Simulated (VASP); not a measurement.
Wanted: the native input for a VASP 6.6.1 run.

```
Task                   : single point
Functional             : PBE
Potentials or basis    : VASP PAW PBE potentials, release 64 (I, Cu)
Cutoff                 : 520 eV
k mesh                 : 4 × 4 × 4
Occupations            : fermi-dirac, width 0.05 eV
Spin                   : no spin polarisation
Dipole correction      : no
Further INCAR settings : ALGO = Normal; EDIFF = 1e-07; NBANDS = 16
```

The structure of CuI lies in POSCAR:

```
CuI
1.0
    0.0000000000      3.0315000000      3.0315000000
    3.0315000000      0.0000000000      3.0315000000
    3.0315000000      3.0315000000      0.0000000000
I Cu
1 1
Direct
    0.0000000000      0.0000000000      0.0000000000
    0.7500000000      0.7500000000      0.7500000000
```

One way to write it, as run:

INCAR

```
  ALGO = Normal
  EDIFF = 1E-7
  ENCUT = 520
  GGA = PE
  ISIF = 2
  ISMEAR = -1
  LASPH = True
  LCHARG = False
  LREAL = False
  LWAVE = False
  NBANDS = 16
  NELM = 100
  PREC = Accurate
  SIGMA = 0.05
```

KPOINTS

```
k-points
0
Gamma
  4 4 4
```

Potentials or basis: VASP PAW PBE potentials, release 64 (I, Cu).

The run is started by

```bash
$ cat potpaw_PBE.64/I/POTCAR potpaw_PBE.64/Cu/POTCAR > POTCAR
$ mpirun -np 1 vasp_std > vasp.out
```

Results of the run:

```json
{"Pressure": "0.6 GPa", "Band gap on the k mesh": "1.14 eV"}
```

Caveat: the k points lie up to 0.45 Å⁻¹ apart; spin-orbit coupling is left out, which moves the levels of the heavy elements.

It took 9 s on 1 thread of AMD EPYC 7R43 64-Core Processor (Zen 3), with other jobs on the host, peak memory 0.13 GiB.
